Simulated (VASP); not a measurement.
# Si4C (P-6m2) in VASP: further runs, part 2 of 2

VASP 6.6.1. Earlier steps stand in the parts before.

### Step 4. Relaxation of cell and atoms, PBE

This run uses another cell than the first one, of 14.72 Å³/atom, 1.053 times its volume.

Input file INCAR:

```
ALGO = Normal
EDIFF = 1E-6
EDIFFG = -0.04
ENCUT = 600
GGA = PE
IBRION = 2
ISIF = 3
ISMEAR = 0
LASPH = True
LCHARG = False
LREAL = False
LWAVE = False
NELM = 100
NSW = 90
PREC = Accurate
SIGMA = 0.1
```

Input file KPOINTS:

```
k-points
0
Gamma
  6 6 2
```

Input file POSCAR:

```
Si4C
1.0
    3.5741023900      0.0000000000      0.0000000000
   -1.7870511900      3.0952634600      0.0000000000
    0.0000000000      0.0000000000     13.3055502300
Si C
8 2
Direct
    0.3333333300      0.6666666700      0.8000000000
    0.3333333300      0.6666666700      0.0000000000
    0.3333333300      0.6666666700      0.2000000000
    0.6666666700      0.3333333300      0.7000000000
    0.6666666700      0.3333333300      0.9000000000
    0.6666666700      0.3333333300      0.1000000000
    0.6666666700      0.3333333300      0.3000000000
    0.6666666700      0.3333333300      0.5000000000
    0.3333333300      0.6666666700      0.6000000000
    0.3333333300      0.6666666700      0.4000000000
```

On the command line:

```bash
$ cat potpaw_PBE.64/Si/POTCAR potpaw_PBE.64/C/POTCAR > POTCAR
$ mpirun -np 1 vasp_std > vasp.out
```

Wall time 44 min (1 thread of Intel Xeon 6975P-C (Granite Rapids), shared host); peak memory 0.35 GiB.

The run converged. Its results:

- Free energy: -58.0953 eV
- Relaxed volume: 14.41 Å³/atom
- Relaxed cell: a = 3.228 Å, b = 3.228 Å, c = 15.960 Å, α = 90.00°, β = 90.00°, γ = 120.00°
- Space group after relaxing (to 0.05 Å): P-6m2 (No. 187)
- Energy gained by relaxing: 748.5 meV/atom
- Ionic steps: 76
- Pressure after relaxing: 0.0 GPa
- Largest force after relaxing: 0.020 eV/Å
- Band gap on the k mesh: zero (band 20 reaches 10.77 eV, above the bottom of band 21 at 6.61 eV)

Forces in eV/Å, atoms in the order of the input:
```
Si   0.000  0.000  0.020
Si   0.000  0.000  0.000
Si   0.000  0.000 -0.020
Si   0.000  0.000 -0.013
Si   0.000  0.000 -0.002
Si   0.000  0.000  0.002
Si   0.000  0.000  0.013
Si   0.000  0.000  0.000
C    0.000  0.000  0.000
C    0.000  0.000  0.000
```

Stress tensor (GPa, compression positive):
```
-0.01  0.00  0.00
 0.00 -0.01  0.00
 0.00  0.00  0.07
```

The path:
```csv
step,energy change (eV),largest force (eV/Å),pressure (GPa),volume (Å³)
1,0.0000,1.5732,-3.59,147.20
3,-1.8925,1.6845,18.20,119.23
5,-2.5838,1.6413,17.80,118.00
7,-3.7607,1.3055,14.18,119.09
9,-4.3148,1.2982,-0.54,130.58
11,-4.4920,0.4100,-0.33,132.07
13,-4.5145,0.3684,-0.11,132.91
15,-4.5882,0.2729,-0.05,133.59
17,-4.5979,0.2063,-0.14,133.65
19,-4.6120,0.1816,-0.45,133.62
21,-4.6162,0.0841,0.40,132.92
23,-4.6209,0.1392,-0.15,134.11
25,-4.6311,0.1359,-0.07,134.73
27,-4.7004,0.1270,0.51,137.52
29,-4.7148,0.1372,1.35,140.25
31,-4.7171,0.1428,1.12,139.51
33,-4.7248,0.1387,0.79,140.70
35,-4.7532,0.2427,-0.70,146.10
37,-4.7662,0.2771,-1.31,148.62
39,-4.8789,0.9545,-4.01,156.36
41,-5.0087,1.4191,-6.63,161.22
43,-5.0726,1.3677,-8.82,164.97
45,-5.0788,1.3087,-9.14,165.53
47,-5.0813,1.2303,-9.48,166.10
49,-5.1006,1.2280,-9.44,165.92
51,-5.1862,1.2096,-9.26,165.09
53,-5.5027,1.0460,-8.46,161.80
55,-5.7584,2.6333,-2.35,149.10
57,-5.9626,0.8119,-5.12,153.20
59,-6.3161,1.0482,-0.90,146.64
61,-6.4039,1.6233,3.15,141.70
63,-6.8170,1.0817,2.10,141.15
65,-7.3878,0.9177,1.31,142.34
67,-7.4478,0.3883,0.21,143.66
69,-7.4746,0.2287,0.03,144.07
71,-7.4811,0.0771,-0.03,144.27
73,-7.4834,0.0962,-0.05,144.24
75,-7.4844,0.0440,-0.03,144.14
76,-7.4846,0.0203,0.02,144.06
```

Final structure:
```cif
data_structure
_symmetry_space_group_name_H-M 'P 1'
_symmetry_Int_Tables_number 1
_cell_length_a 3.2285
_cell_length_b 3.2285
_cell_length_c 15.9596
_cell_angle_alpha 90.000
_cell_angle_beta 90.000
_cell_angle_gamma 120.000
_cell_volume 144.06
loop_
_atom_site_label
_atom_site_type_symbol
_atom_site_fract_x
_atom_site_fract_y
_atom_site_fract_z
_atom_site_occupancy
Si1 Si 0.33333 0.66667 0.80419 1
Si2 Si 0.33333 0.66667 0.00000 1
Si3 Si 0.33333 0.66667 0.19581 1
Si4 Si 0.66667 0.33333 0.64805 1
Si5 Si 0.66667 0.33333 0.89339 1
Si6 Si 0.66667 0.33333 0.10661 1
Si7 Si 0.66667 0.33333 0.35195 1
Si8 Si 0.66667 0.33333 0.50000 1
C1 C 0.33333 0.66667 0.68431 1
C2 C 0.33333 0.66667 0.31569 1
```

Levels at points of the mesh, in eV from the Fermi level:
| k point | band 18 | band 19 | band 20 | band 21 | band 22 | band 23 |
| --- | --- | --- | --- | --- | --- | --- |
| (0.00, 0.00, 0.00) | 2.16 | 2.17 | 2.17 | 2.30 | 2.80 | 3.55 |
| (0.50, 0.00, 0.00) | -2.31 | -1.39 | -0.76 | -0.57 | 0.65 | 1.05 |
| (0.00, 0.00, 0.50) | 1.42 | 2.17 | 2.17 | 2.61 | 2.80 | 3.58 |
| (0.50, 0.00, 0.50) | -2.18 | -1.39 | -1.01 | -0.58 | 0.65 | 1.22 |

### Step 5. Single point, PBE, collinear spin, ferromagnetic start

This run uses another cell than the first one, of 14.72 Å³/atom, 1.053 times its volume.

Input file INCAR:

```
SYSTEM = Si4C
PREC = Accurate
ENCUT = 520
EDIFF = 1E-7
ISMEAR = 0
SIGMA = 0.1
LREAL = .FALSE.
LASPH = .TRUE.
NELM = 150
ALGO = Normal
ISIF = 2
LWAVE = .FALSE.
LCHARG = .TRUE.
ISPIN = 2
MAGMOM = 0 0 0 0 0 0 0 0 1 1
LORBIT = 11
GGA = PE
LELF = .TRUE.
LVHAR = .TRUE.
NBANDS = 35
```

Input file KPOINTS:

```
regular mesh
0
G
  6 6 2
  0 0 0
```

POSCAR is that of step 4.

On the command line:

```bash
$ cat potpaw_PBE.64/Si/POTCAR potpaw_PBE.64/C/POTCAR > POTCAR
$ mpirun -np 1 vasp_std > vasp.out
```

Wall time 2.2 min (1 thread of Intel Xeon 6975P-C (Granite Rapids), shared host); peak memory 0.36 GiB.

The run converged. Its results:

```
Free energy                                           : -50.6099 eV
Pressure                                              : -3.6 GPa
Largest force                                         : 1.573 eV/Å
Band gap on the k mesh                                : zero (filled and empty bands overlap)
Net moment                                            : 0.00 μB per cell
Valence electrons inside the program's atomic spheres : Si 1.62, 1.64, 1.53, 1.63, 1.42; C 2.11
```

Forces on the atoms (eV/Å):
```
Si   0.000  0.000 -0.506
Si   0.000  0.000  0.000
Si   0.000  0.000  0.506
Si   0.000  0.000 -1.573
Si   0.000  0.000  0.091
Si   0.000  0.000 -0.091
Si   0.000  0.000  1.573
Si   0.000  0.000  0.000
C    0.000  0.000  0.143
C    0.000  0.000 -0.143
```

Stress tensor (GPa, compression positive):
```
-7.16  0.00  0.00
 0.00 -7.16  0.00
 0.00  0.00  3.57
```

Levels at points of the mesh, in eV from the Fermi level:
Spin up:
| k point | band 18 | band 19 | band 20 | band 21 | band 22 | band 23 |
| --- | --- | --- | --- | --- | --- | --- |
| (0.00, 0.00, 0.00) | -0.05 | -0.05 | 0.49 | 1.03 | 1.03 | 1.97 |
| (0.50, 0.00, 0.00) | -1.40 | -1.14 | -0.74 | -0.28 | -0.24 | 0.28 |
| (0.00, 0.00, 0.50) | -0.49 | 0.06 | 1.12 | 1.23 | 1.36 | 1.36 |
| (0.50, 0.00, 0.50) | -2.27 | -0.88 | -0.44 | -0.32 | -0.04 | -0.02 |
Spin down:
| k point | band 17 | band 18 | band 19 | band 20 | band 21 | band 22 | band 23 | band 24 |
| --- | --- | --- | --- | --- | --- | --- | --- | --- |
| (0.00, 0.00, 0.00) | -0.40 | -0.05 | -0.05 | 0.49 | 1.03 | 1.03 | 1.97 | 1.97 |
| (0.50, 0.00, 0.00) | -2.33 | -1.40 | -1.14 | -0.74 | -0.28 | -0.24 | 0.28 | 0.82 |
| (0.00, 0.00, 0.50) | -0.56 | -0.49 | 0.06 | 1.12 | 1.23 | 1.36 | 1.36 | 1.68 |
| (0.50, 0.00, 0.50) | -2.33 | -2.27 | -0.88 | -0.44 | -0.32 | -0.04 | -0.02 | 0.74 |

Caveat: forces of over 1 eV/Å act on the atoms, so gaps and moduli don't describe the material at rest.

### Step 6. Summary

```csv
task,spin,cell,k mesh,cutoff (eV),gap on the mesh (eV),pressure (GPa),moment (μB),largest force (eV/Å)
single point,"collinear, ferromagnetic start","a = 3.079, b = 3.079, c = 17.023 Å, angles 90.0, 90.0, 120.0°, 10 atoms",6 × 6 × 1,520,none,-0.1,0.00,0.13
single point,off,"a = 3.195, b = 3.195, c = 16.113 Å, angles 90.0, 90.0, 120.0°, 10 atoms",12 × 12 × 4,520,none,-0.1,-,0.01
relaxation of cell and atoms,off,"relaxed from a = 3.574, b = 3.574, c = 13.306 Å, angles 90.0, 90.0, 120.0°, 10 atoms",6 × 6 × 2,600,none,0.0,-,0.02
single point,"collinear, ferromagnetic start","a = 3.574, b = 3.574, c = 13.306 Å, angles 90.0, 90.0, 120.0°, 10 atoms",6 × 6 × 2,520,none,-3.6,0.00,1.57
```

Alike in all rows: level PBE; potentials or basis VASP PAW PBE potentials, release 64 (Si, C); smearing gaussian 0.1 eV.

Caveats: some runs use coarse meshes; forces of over 1 eV/Å act on the atoms, so gaps and moduli don't describe the material at rest (some runs).

Absolute energies hang on the potentials; compare differences alone.
